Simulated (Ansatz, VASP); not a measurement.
## Ge: VASP beside Ansatz

```xyz
8
Lattice="5.6762 0.0000 0.0000 0.0000 5.6762 0.0000 0.0000 0.0000 5.6762" Properties=species:S:1:pos:R:3 pbc="T T T"
Ge    0.0000    0.0000    0.0000
Ge    0.0000    2.8381    2.8381
Ge    2.8381    0.0000    2.8381
Ge    2.8381    2.8381    0.0000
Ge    1.4191    1.4191    1.4191
Ge    1.4191    4.2572    4.2572
Ge    4.2572    1.4191    4.2572
Ge    4.2572    4.2572    1.4191
```

Alike in both runs: functional PBEsol; k mesh 6 × 6 × 6; occupations gaussian, width 0.01 eV; no spin polarisation.

Ansatz relaxed the structure, and its values are those at the end. VASP's run is a single point on that final structure, the one shown.

|  | VASP | Ansatz |
| --- | --- | --- |
| version | VASP 6.6.1 | Ansatz 0.2.0 |
| potentials or method | VASP PAW PBE potentials, release 64 (Ge_d) | scalar-relativistic, plane waves, PAW |
| plane-wave cutoff (eV) | 520 | 420 |
| valence electrons in the cell | 112 | 112 |

|  | VASP | Ansatz | Ansatz less VASP |
| --- | --- | --- | --- |
| gap on the k mesh at the Fermi level (eV) | none | none | - |
| pressure (GPa) | -0.1 | 0.0 | +0.07 |

VASP's potentials were made for PBE, not for PBEsol. A gap of «none» marks a metal or a gap that the smearing closes. With one functional, cell and mesh, what is left measures potentials, basis and numerics.
